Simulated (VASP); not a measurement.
# Cu (Fmmm) in VASP: notebook

The runs below take Cu through single point, with PBE.

Program: VASP 6.6.1. These are calculated values, not measurements. Logs are shortened: lines on timing, memory, paths and dates and some standing lists are left out, and cuts for length are marked.

**1. The cell of the first run**

It takes space group Fmmm (No. 69, orthorhombic). Conventional cell: a = 3.344 Å, b = 3.615 Å, c = 3.886 Å, α = 90.00°, β = 90.00°, γ = 90.00°. Within 3.3 Å of Cu (site symmetry mmm) lie 12 Cu at 2.46 to 2.65 Å.

**2. Single point, PBE (strain -0.0750 x Voigt [1, -1, 0, 0, 0, 0])**

File INCAR:

```
SYSTEM = Cu
PREC     = Accurate       ! precision mode
ENCUT    = 520            ! plane-wave cutoff, eV
EDIFF    = 1E-6           ! SCF threshold, eV
ISMEAR   = 0              ! smearing method
SIGMA    = 0.15           ! smearing width, eV
LREAL    = .False.        ! projectors in reciprocal space
LASPH    = .True.         ! aspherical terms in the spheres
NELM     = 100            ! most SCF steps
ALGO     = Fast           ! electronic algorithm
ISIF     = 2              ! what is computed and relaxed
LWAVE    = .False.        ! write WAVECAR
LCHARG   = .False.        ! write CHGCAR
GGA      = PE             ! functional
NBANDS   = 12             ! bands
```

File KPOINTS:

```
Automatic mesh
0
Gamma
  22 22 22
  0 0 0
```

File POSCAR:

```
Cu
1.0
    0.0000000000      1.9430625000      1.8075000000
    1.6719375000      0.0000000000      1.8075000000
    1.6719375000      1.9430625000      0.0000000000
Cu
1
Direct
    0.0000000000      0.0000000000      0.0000000000
```

Potentials or basis: VASP PAW PBE potentials, release 64 (Cu).

Launch:

```bash
> cat potpaw_PBE.64/Cu/POTCAR > POTCAR
> mpirun -np 1 vasp_std > vasp.out
```

OUTCAR:

```text
SYSTEM = Cu
   PREC = Accurate
   ENCUT = 520
   EDIFF = 1E-6
   ISMEAR = 0
   LREAL = .False.
   LASPH = .True.
   NELM = 100
   ISIF = 2
   GGA = PE

 ion  position               nearest neighbor table
   1  0.000  0.000  0.000-

  LATTYP: Found a face centered orthorhombic cell.
 ALAT       =     3.3438750000
 B/A-ratio  =     1.0810810811
 C/A-ratio  =     1.1621621622

  Lattice vectors:

 A1 = (   0.0000000000,   1.9430625000,  -1.8075000000)
 A2 = (   1.6719375000,   1.9430625000,   0.0000000000)
 A3 = (   1.6719375000,   0.0000000000,  -1.8075000000)

Analysis of symmetry for initial positions (statically):
=====================================================================
 Subroutine PRICEL returns:
 Original cell was already a primitive cell.

 Routine SETGRP: Setting up the symmetry group for a
 face centered orthorhombic supercell.

 Subroutine GETGRP returns: Found  8 space group operations
 (whereof  8 operations were pure point group operations)
 out of a pool of  8 trial point group operations.

The static configuration has the point symmetry D_2h.

Analysis of symmetry for dynamics (positions and initial velocities):
=====================================================================
 Subroutine PRICEL returns:
 Original cell was already a primitive cell.

 Routine SETGRP: Setting up the symmetry group for a
 face centered orthorhombic supercell.

 Subroutine GETGRP returns: Found  8 space group operations
 (whereof  8 operations were pure point group operations)
 out of a pool of  8 trial point group operations.

The dynamic configuration has the point symmetry D_2h.

 Subroutine INISYM returns: Found  8 space group operations
 (whereof  8 operations are pure point group operations),
 and found     1 'primitive' translations

----------------------------------------------------------------------------------------

                                     Primitive cell

  volume of cell :      11.7440

  direct lattice vectors                    reciprocal lattice vectors
     0.000000000  1.943062500  1.807500000    -0.299054241  0.257325742  0.276625173
     1.671937500  0.000000000  1.807500000     0.299054241 -0.257325742  0.276625173
     1.671937500  1.943062500  0.000000000     0.299054241  0.257325742 -0.276625173

  length of vectors
     2.653779970  2.462200490  2.563370220     0.481841741  0.481841741  0.481841741

  position of ions in fractional coordinates (direct lattice)
     0.000000000  0.000000000  0.000000000

  ion indices of the primitive-cell ions
   primitive index   ion index
                 1           1

----------------------------------------------------------------------------------------

 KPOINTS: Automatic mesh

Automatic generation of k-mesh.
 Grid dimensions read from file:
 generate k-points for:   22   22   22

 Generating k-lattice:

  Cartesian coordinates                     Fractional coordinates (reciprocal lattice)
    -0.013593375  0.011696625  0.012573871     0.045454545  0.000000000  0.000000000
     0.013593375 -0.011696625  0.012573871     0.000000000  0.045454545  0.000000000
     0.013593375  0.011696625 -0.012573871     0.000000000  0.000000000  0.045454545

  Length of vectors
     0.021901897  0.021901897  0.021901897

  Shift w.r.t. Gamma in fractional coordinates (k-lattice)
     0.000000000  0.000000000  0.000000000

 Subroutine IBZKPT returns following result:
 ===========================================

 Found   1530 irreducible k-points:

 Following reciprocal coordinates:
            Coordinates               Weight
  0.000000  0.000000  0.000000      1.000000
  0.045455 -0.000000 -0.000000      8.000000
  0.090909 -0.000000 -0.000000      8.000000
  0.136364  0.000000 -0.000000      8.000000
  0.181818  0.000000 -0.000000      8.000000
  0.227273  0.000000 -0.000000      8.000000
[... 16 lines left out ...]
  0.500000  0.045455 -0.000000      8.000000
 -0.454545  0.045455  0.000000      8.000000
 [... further k-points ...]
   k-points           NKPTS =   1530   k-points in BZ     NKDIM =   1530   number of bands    NBANDS=     12
   number of dos      NEDOS =    301   number of ions     NIONS =      1
   total plane-waves  NPLWV =   7200
   dimension x,y,z NGX =    20 NGY =   18 NGZ =   20
   dimension x,y,z NGXF=    40 NGYF=   36 NGZF=   40
   ions per type =               1
   NGX,Y,Z   is equivalent  to a cutoff of  12.53, 12.15, 12.97 a.u.
   NGXF,Y,Z  is equivalent  to a cutoff of  25.06, 24.31, 25.94 a.u.
 SYSTEM =  Cu
   PREC   = accura    normal or accurate (medium, high low for compatibility)
   ISTART =      0    job   : 0-new  1-cont  2-samecut
   ICHARG =      2    charge: 1-file 2-atom 10-const
   ISPIN  =      1    spin polarized calculation?
   LNONCOLLINEAR =      F non collinear calculations
   LSORBIT =      F    spin-orbit coupling
   LASPH  =      T    aspherical Exc in radial PAW
   ENCUT  =  520.0 eV  38.22 Ry    6.18 a.u.   4.93  4.58  4.77*2*pi/ulx,y,z
   NELM   =    100;   NELMIN=  2; NELMDL= -5     # of ELM steps
   EDIFF  = 0.1E-05   stopping-criterion for ELM
   LREAL  =      F    real-space projection
   EDIFFG = 0.1E-04   stopping-criterion for IOM
   NSW    =      0    number of steps for IOM
   IBRION =     -1    ionic relax: 0-MD 1-quasi-New 2-CG
   NFREE  =      0    steps in history (QN), initial steepest desc. (CG)
   ISIF   =      2    stress and relaxation
   ISYM   =      2    0-nonsym 1-usesym 2-fastsym
   POTIM  = 0.5000    time-step for ionic-motion
   TEBEG  =    0.0;   TEEND  =   0.0 temperature during run
   PSTRESS=    0.0 pullay stress
   NELECT =      11.0000    total number of electrons
   NUPDOWN=      -1.0000    fix difference up-down
   EMIN   =  10.00;   EMAX   =-10.00  energy-range for DOS
   EFERMI =   0.00;   METHOD = LEGACY
   ISMEAR =     0;   SIGMA  =   0.15  broadening in eV -4-tet -1-fermi 0-gaus
   EFERMI_NEDOS =   21; number of points for ismear=-14 and -15
   IALGO  =     68    algorithm
   IMIX   =      4    mixing-type and parameters
     AMIX     =   0.40;   BMIX     =  1.00
     AMIX_MAG =   1.60;   BMIX_MAG =  1.00
  volume/ion in A,a.u.               =      11.74        79.25
  Fermi-wavevector in a.u.,A,eV,Ry     =   1.601772  3.026910 34.908106  2.565673
  Thomas-Fermi vector in A             =   2.698698
   LORBIT       =      0    0 simple, 1 ext, 2 COOP (PROOUT), +10 PAW based schemes
   GGA     = PE    functional components
   LHFCALC =     F    Hartree Fock is set to
   AEXX    =    0.0000 exact exchange contribution
   IVDW    =     0    specifies the selected vdW correction
   LEPSILON=     F    determine dielectric tensor
   LRPA    =     F    only Hartree local field effects (RPA)
 non-spin polarized calculation
 RMM-DIIS sequential band-by-band and
 Gauss-broadening in eV      SIGMA  =   0.15
  energy-cutoff  :      520.00
  volume of cell :       11.74
 maximum number of plane-waves:       334
   NGX =  9   NGY =  9   NGZ =  9

 number of electron      11.0000009 magnetization

 Free energy of the ion-electron system (eV)
  ---------------------------------------------------
  ext. energy  EPLUGINS =         0.00000000
  ---------------------------------------------------
  free energy    TOTEN  =        -3.70358953 eV

  energy without entropy =       -3.69968364  energy(sigma->0) =       -3.70163658

 E-fermi :   7.6642     XC(G=0): -12.7578

 val. band max:        7.6600637505   @ k =  -0.4545   0.1818   0.2273
 cond. band min:       7.6706401047   @ k =   0.2727   0.5000   0.2273
 fundamental gap:      0.0105763542
 Fermi energy:         7.6642399503

 k-point     1 :       0.0000    0.0000    0.0000
  band No.  band energies     occupation
      1      -1.7354      2.00000
      2       4.2620      2.00000
      3       4.6789      2.00000
      4       4.9786      2.00000
      5       5.0793      2.00000
      6       5.6977      2.00000
      7      30.6236      0.00000
      8      32.8284      0.00000
      9      33.0720      0.00000
     10      33.5366      0.00000
     11      35.5046      0.00000
     12      35.7488      0.00000

 k-point     2 :       0.0455   -0.0000   -0.0000
  band No.  band energies     occupation
      1      -1.6591      2.00000
      2       4.2714      2.00000
      3       4.6814      2.00000
      4       4.9771      2.00000
      5       5.0798      2.00000
      6       5.6877      2.00000
      7      30.1977      0.00000
      8      32.0093      0.00000
      9      32.6673      0.00000
     10      33.1638      0.00000
     11      35.8765      0.00000
     12      36.0183      0.00000

 k-point     3 :       0.0909   -0.0000   -0.0000
  band No.  band energies     occupation
      1      -1.4319      2.00000
      2       4.2939      2.00000
      3       4.6806      2.00000
      4       4.9784      2.00000
      5       5.0895      2.00000
      6       5.6603      2.00000
      7      28.4485      0.00000
      8      31.2596      0.00000
      9      32.0735      0.00000
     10      32.7375      0.00000
     11      35.4537      0.00000
     12      36.7324      0.00000
[... 286 lines left out ...]
 k-point    23 :       0.5000    0.0455   -0.0000
  band No.  band energies     occupation
      1       2.5964      2.00000
      2       4.2698      2.00000
      3       4.8826      2.00000
      4       5.7016      2.00000
      5       6.0118      2.00000
      6       7.0065      2.00000
      7      11.6102      0.00000
      8      26.1619      0.00000
      9      28.4173      0.00000
     10      31.1012      0.00000
     11      33.0320      0.00000
     12      35.1006      0.00000

 k-point    24 :      -0.4545    0.0455    0.0000
  band No.  band energies     occupation
      1       2.5818      2.00000
      2       4.2689      2.00000
      3       4.8965      2.00000
      4       5.6795      2.00000
      5       5.9983      2.00000
      6       6.8914      2.00000
      7      11.8006      0.00000
      8      26.2829      0.00000
      9      28.0691      0.00000
     10      31.1960      0.00000
     11      33.3632      0.00000
     12      35.2042      0.00000

 [... further k-points ...]
[... 5 lines left out ...]
  --------------------------------------------------------------------------------------
  -------------------------------------------------------------------------------------
  Total        0.5122388     -0.1057510      0.4636644      0.0000000      0.0000000      0.0000000
  in kB       69.8824175    -14.4271270     63.2556343      0.0000000      0.0000000      0.0000000
  external PRESSURE =      39.5703083 kB  Pullay stress =       0.0000000 kB

 VOLUME and BASIS-vectors are now :
 -----------------------------------------------------------------------------
  energy-cutoff  :      520.00
  volume of cell :       11.74
      direct lattice vectors                 reciprocal lattice vectors
     0.000000000  1.943062500  1.807500000    -0.299054241  0.257325742  0.276625173
     1.671937500  0.000000000  1.807500000     0.299054241 -0.257325742  0.276625173
     1.671937500  1.943062500  0.000000000     0.299054241  0.257325742 -0.276625173

 POSITION                                       TOTAL-FORCE (eV/Angst)
 -----------------------------------------------------------------------------------
      0.00000      0.00000      0.00000         0.000000      0.000000      0.000000
 -----------------------------------------------------------------------------------
    total drift:                                0.000000     -0.000000      0.000000

  FREE ENERGIE OF THE ION-ELECTRON SYSTEM (eV)
  ---------------------------------------------------
  free  energy   TOTEN  =        -3.7035895265 eV

  energy  without entropy=       -3.6996836421  energy(sigma->0) =       -3.70163658
```

Run time: 6.5 min. Hardware: 1 thread of AMD EPYC 7R13, shared host; peak memory 0.28 GiB.

Results:

```
Free energy : -3.7036 eV
Pressure    : 4.0 GPa
```

Caveat: the cell differs from its parent crystal (strain -0.0750 x Voigt [1, -1, 0, 0, 0, 0]).

(Part 1 of 2 ends here.)
